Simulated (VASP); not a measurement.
# HfB (I4/mmm) in VASP: a series of runs

Runs on HfB. Level: PBE. Tasks: single point.

All numbers are computed with VASP 6.6.1; they aren't measurements. Logs are shortened: lines on timing, memory, paths and dates and some standing lists are left out, and cuts for length are marked.

## Step 1: The cell of the first run

The structure is tetragonal, space group I4/mmm (No. 139). Conventional cell: a = 3.074 Å, b = 3.074 Å, c = 5.217 Å, α = 90.00°, β = 90.00°, γ = 90.00°. Hf (site symmetry 4/mmm) has 6 B at 2.17 to 2.61 Å within 2.9 Å. B (site symmetry 4/mmm) has 6 Hf at 2.17 to 2.61 Å within 2.9 Å.

## Step 2: Single point, PBE

INCAR reads:

```
SYSTEM = HfB
ALGO = Normal
EDIFF = 1E-7
ENCUT = 520
GGA = PE
ISIF = 2
ISMEAR = 0
LASPH = .True.
LCHARG = .False.
LREAL = .False.
LWAVE = .False.
NBANDS = 14
NELM = 80
PREC = Accurate
SIGMA = 0.15
```

KPOINTS reads:

```
k-points
0
Gamma
  20 20 20
  0 0 0
```

POSCAR reads:

```
HfB
1.0
    0.0000000000      2.1737932267      2.6085518721
    2.1737932267      0.0000000000      2.6085518721
    2.1737932267      2.1737932267      0.0000000000
Hf B
1 1
Direct
    0.5000000000      0.5000000000      0.5000000000
    0.0000000000      0.0000000000      0.0000000000
```

Potentials or basis: VASP PAW PBE potentials, release 64 (Hf_pv, B).

Started as:

```console
$ cat potpaw_PBE.64/Hf_pv/POTCAR potpaw_PBE.64/B/POTCAR > POTCAR
$ mpirun -np 1 vasp_std > vasp.out
```

OUTCAR:

```text
SYSTEM = HfB
   EDIFF = 1E-7
   ENCUT = 520
   GGA = PE
   ISIF = 2
   ISMEAR = 0
   LASPH = .True.
   LREAL = .False.
   NELM = 80
   PREC = Accurate

 ion  position               nearest neighbor table
   1  0.500  0.500  0.500-   2 2.17   2 2.17   2 2.17   2 2.17   2 2.61   2 2.61
   2  0.000  0.000  0.000-   1 2.17   1 2.17   1 2.17   1 2.17   1 2.61   1 2.61

  LATTYP: Found a body centered tetragonal cell.
 ALAT       =     3.0742078630
 C/A-ratio  =     1.6970562749

  Lattice vectors:

 A1 = (  -2.1737932267,   0.0000000000,   2.6085518721)
 A2 = (   2.1737932267,   0.0000000000,   2.6085518721)
 A3 = (   0.0000000000,   2.1737932267,  -2.6085518721)

Analysis of symmetry for initial positions (statically):
=====================================================================
 Subroutine PRICEL returns:
 Original cell was already a primitive cell.

 Routine SETGRP: Setting up the symmetry group for a
 body centered tetragonal supercell.

 Subroutine GETGRP returns: Found 16 space group operations
 (whereof 16 operations were pure point group operations)
 out of a pool of 16 trial point group operations.

The static configuration has the point symmetry D_4h.

Analysis of symmetry for dynamics (positions and initial velocities):
=====================================================================
 Subroutine PRICEL returns:
 Original cell was already a primitive cell.

 Routine SETGRP: Setting up the symmetry group for a
 body centered tetragonal supercell.

 Subroutine GETGRP returns: Found 16 space group operations
 (whereof 16 operations were pure point group operations)
 out of a pool of 16 trial point group operations.

The dynamic configuration has the point symmetry D_4h.

 Subroutine INISYM returns: Found 16 space group operations
 (whereof 16 operations are pure point group operations),
 and found     1 'primitive' translations

----------------------------------------------------------------------------------------

                                     Primitive cell

  volume of cell :      24.6528

  direct lattice vectors                    reciprocal lattice vectors
     0.000000000  2.173793227  2.608551872    -0.230012677  0.230012677  0.191677231
     2.173793227  0.000000000  2.608551872     0.230012677 -0.230012677  0.191677231
     2.173793227  2.173793227  0.000000000     0.230012677  0.230012677 -0.191677231

  length of vectors
     3.395573569  3.395573569  3.074207863     0.377560359  0.377560359  0.377560359

  position of ions in fractional coordinates (direct lattice)
     0.500000000  0.500000000  0.500000000
     0.000000000  0.000000000  0.000000000

  ion indices of the primitive-cell ions
   primitive index   ion index
                 1           1
                 2           2

----------------------------------------------------------------------------------------

 KPOINTS: k-points

Automatic generation of k-mesh.
 Grid dimensions read from file:
 generate k-points for:   20   20   20

 Generating k-lattice:

  Cartesian coordinates                     Fractional coordinates (reciprocal lattice)
    -0.011500634  0.011500634  0.009583862     0.050000000  0.000000000  0.000000000
     0.011500634 -0.011500634  0.009583862     0.000000000  0.050000000  0.000000000
     0.011500634  0.011500634 -0.009583862     0.000000000  0.000000000  0.050000000

  Length of vectors
     0.018878018  0.018878018  0.018878018

  Shift w.r.t. Gamma in fractional coordinates (k-lattice)
     0.000000000  0.000000000  0.000000000

 Subroutine IBZKPT returns following result:
 ===========================================

 Found    641 irreducible k-points:

 Following reciprocal coordinates:
            Coordinates               Weight
  0.000000  0.000000  0.000000      1.000000
  0.050000 -0.000000  0.000000      8.000000
  0.100000 -0.000000  0.000000      8.000000
  0.150000 -0.000000  0.000000      8.000000
  0.200000 -0.000000  0.000000      8.000000
  0.250000 -0.000000  0.000000      8.000000
[... 16 lines left out ...]
 -0.400000  0.050000  0.000000      8.000000
 -0.350000  0.050000  0.000000      8.000000
 [... further k-points ...]
   k-points           NKPTS =    641   k-points in BZ     NKDIM =    641   number of bands    NBANDS=     14
   number of dos      NEDOS =    301   number of ions     NIONS =      2
   total plane-waves  NPLWV =  18816
   dimension x,y,z NGX =    28 NGY =   28 NGZ =   24
   dimension x,y,z NGXF=    56 NGYF=   56 NGZF=   48
   ions per type =               1   1
   NGX,Y,Z   is equivalent  to a cutoff of  13.71, 13.71, 12.98 a.u.
   NGXF,Y,Z  is equivalent  to a cutoff of  27.42, 27.42, 25.96 a.u.
 SYSTEM =  HfB
   PREC   = accura    normal or accurate (medium, high low for compatibility)
   ISTART =      0    job   : 0-new  1-cont  2-samecut
   ICHARG =      2    charge: 1-file 2-atom 10-const
   ISPIN  =      1    spin polarized calculation?
   LNONCOLLINEAR =      F non collinear calculations
   LSORBIT =      F    spin-orbit coupling
   LASPH  =      T    aspherical Exc in radial PAW
   ENCUT  =  520.0 eV  38.22 Ry    6.18 a.u.   6.31  6.31  5.72*2*pi/ulx,y,z
   NELM   =     80;   NELMIN=  2; NELMDL= -5     # of ELM steps
   EDIFF  = 0.1E-06   stopping-criterion for ELM
   LREAL  =      F    real-space projection
   EDIFFG = 0.1E-05   stopping-criterion for IOM
   NSW    =      0    number of steps for IOM
   IBRION =     -1    ionic relax: 0-MD 1-quasi-New 2-CG
   NFREE  =      0    steps in history (QN), initial steepest desc. (CG)
   ISIF   =      2    stress and relaxation
   ISYM   =      2    0-nonsym 1-usesym 2-fastsym
   POTIM  = 0.5000    time-step for ionic-motion
   TEBEG  =    0.0;   TEEND  =   0.0 temperature during run
   PSTRESS=    0.0 pullay stress
   NELECT =      13.0000    total number of electrons
   NUPDOWN=      -1.0000    fix difference up-down
   EMIN   =  10.00;   EMAX   =-10.00  energy-range for DOS
   EFERMI =   0.00;   METHOD = LEGACY
   ISMEAR =     0;   SIGMA  =   0.15  broadening in eV -4-tet -1-fermi 0-gaus
   EFERMI_NEDOS =   21; number of points for ismear=-14 and -15
   IALGO  =     38    algorithm
   IMIX   =      4    mixing-type and parameters
     AMIX     =   0.40;   BMIX     =  1.00
     AMIX_MAG =   1.60;   BMIX_MAG =  1.00
  volume/ion in A,a.u.               =      12.33        83.18
  Fermi-wavevector in a.u.,A,eV,Ry     =   1.322617  2.499383 23.800871  1.749315
  Thomas-Fermi vector in A             =   2.452285
   LORBIT       =      0    0 simple, 1 ext, 2 COOP (PROOUT), +10 PAW based schemes
   GGA     = PE    functional components
   LHFCALC =     F    Hartree Fock is set to
   AEXX    =    0.0000 exact exchange contribution
   IVDW    =     0    specifies the selected vdW correction
   LEPSILON=     F    determine dielectric tensor
   LRPA    =     F    only Hartree local field effects (RPA)
 non-spin polarized calculation
 Gauss-broadening in eV      SIGMA  =   0.15
  energy-cutoff  :      520.00
  volume of cell :       24.65
 maximum number of plane-waves:       678
 NGX is ok and might be reduce to    28
   NGX = 13   NGY = 13   NGZ = 11

 number of electron      13.0000001 magnetization

 Free energy of the ion-electron system (eV)
  ---------------------------------------------------
  ext. energy  EPLUGINS =         0.00000000
  ---------------------------------------------------
  free energy    TOTEN  =       -16.32485959 eV

  energy without entropy =      -16.31202536  energy(sigma->0) =      -16.31844247

 E-fermi :   5.1589     XC(G=0): -12.2507

 val. band max:        5.1578781672   @ k =   0.3500   0.1000   0.2500
 cond. band min:       5.1601118811   @ k =  -0.2000   0.4000   0.3000
 fundamental gap:      0.0022337139
 Fermi energy:         5.1588586790

 k-point     1 :       0.0000    0.0000    0.0000
  band No.  band energies     occupation
      1     -23.2581      2.00000
      2     -23.1328      2.00000
      3     -23.1328      2.00000
      4      -4.4370      2.00000
      5       5.9421      0.00000
      6       7.3570      0.00000
      7       8.2338      0.00000
      8       8.2338      0.00000
      9       8.3258      0.00000
     10       9.5456      0.00000
     11       9.5456      0.00000
     12      10.4546      0.00000
     13      17.1497      0.00000
     14      19.6203      0.00000

 k-point     2 :       0.0500   -0.0000    0.0000
  band No.  band energies     occupation
      1     -23.2635      2.00000
      2     -23.1526      2.00000
      3     -23.1320      2.00000
      4      -4.3615      2.00000
      5       5.9079      0.00000
      6       6.9791      0.00000
      7       7.8308      0.00000
      8       8.2262      0.00000
      9       8.8742      0.00000
     10       9.0794      0.00000
     11       9.6315      0.00000
     12      11.2755      0.00000
     13      17.3435      0.00000
     14      19.7045      0.00000

 k-point     3 :       0.1000   -0.0000    0.0000
  band No.  band energies     occupation
      1     -23.2841      2.00000
      2     -23.2044      2.00000
      3     -23.1297      2.00000
      4      -4.1393      2.00000
      5       5.7561      0.00000
      6       6.2355      0.00000
      7       7.7061      0.00000
      8       7.7298      0.00000
      9       8.5822      0.00000
     10       9.7446      0.00000
     11      10.0578      0.00000
     12      12.5091      0.00000
     13      17.8954      0.00000
     14      19.9305      0.00000
[... 324 lines left out ...]
 k-point    23 :      -0.4000    0.0500    0.0000
  band No.  band energies     occupation
      1     -23.9376      2.00000
      2     -23.3757      2.00000
      3     -23.0975      2.00000
      4      -0.3971      2.00000
      5       1.8380      2.00000
      6       3.2262      2.00000
      7       3.9009      2.00000
      8      10.9572      0.00000
      9      11.1673      0.00000
     10      12.8226      0.00000
     11      14.7718      0.00000
     12      15.7180      0.00000
     13      19.3160      0.00000
     14      20.3825      0.00000

 k-point    24 :      -0.3500    0.0500    0.0000
  band No.  band energies     occupation
      1     -23.8747      2.00000
      2     -23.3614      2.00000
      3     -23.0973      2.00000
      4      -1.0379      2.00000
      5       2.4473      2.00000
      6       3.4516      2.00000
      7       4.1050      2.00000
      8      10.4976      0.00000
      9      10.5333      0.00000
     10      12.1479      0.00000
     11      14.7337      0.00000
     12      16.2198      0.00000
     13      20.2581      0.00000
     14      20.3836      0.00000

 [... further k-points ...]
[... 5 lines left out ...]
  --------------------------------------------------------------------------------------
  -------------------------------------------------------------------------------------
  Total       10.8640003     10.8640003     -2.2336929      0.0000000      0.0000000      0.0000000
  in kB      706.0483100    706.0483100   -145.1670712      0.0000000      0.0000000      0.0000000
  external PRESSURE =     422.3098496 kB  Pullay stress =       0.0000000 kB

 VOLUME and BASIS-vectors are now :
 -----------------------------------------------------------------------------
  energy-cutoff  :      520.00
  volume of cell :       24.65
      direct lattice vectors                 reciprocal lattice vectors
     0.000000000  2.173793227  2.608551872    -0.230012677  0.230012677  0.191677231
     2.173793227  0.000000000  2.608551872     0.230012677 -0.230012677  0.191677231
     2.173793227  2.173793227  0.000000000     0.230012677  0.230012677 -0.191677231

 POSITION                                       TOTAL-FORCE (eV/Angst)
 -----------------------------------------------------------------------------------
      2.17379      2.17379      2.60855         0.000000      0.000000      0.000000
      0.00000      0.00000      0.00000        -0.000000     -0.000000      0.000000
 -----------------------------------------------------------------------------------
    total drift:                                0.000000      0.000000      0.000000

  FREE ENERGIE OF THE ION-ELECTRON SYSTEM (eV)
  ---------------------------------------------------
  free  energy   TOTEN  =       -16.3248595891 eV

  energy  without entropy=      -16.3120253594  energy(sigma->0) =      -16.31844247
```

It took 1.8 min on 1 thread of Intel Xeon 6975P-C (Granite Rapids), shared host; peak memory 0.34 GiB.

Results:

```
Free energy : -16.3249 eV
Pressure    : 42.2 GPa
```

Stress tensor (GPa, compression positive):
```
 70.60   0.00   0.00
  0.00  70.60   0.00
  0.00   0.00 -14.52
```

Caveat: spin-orbit coupling is left out, which moves the levels of the heavy elements.

(Part 1 of 2 ends here.)
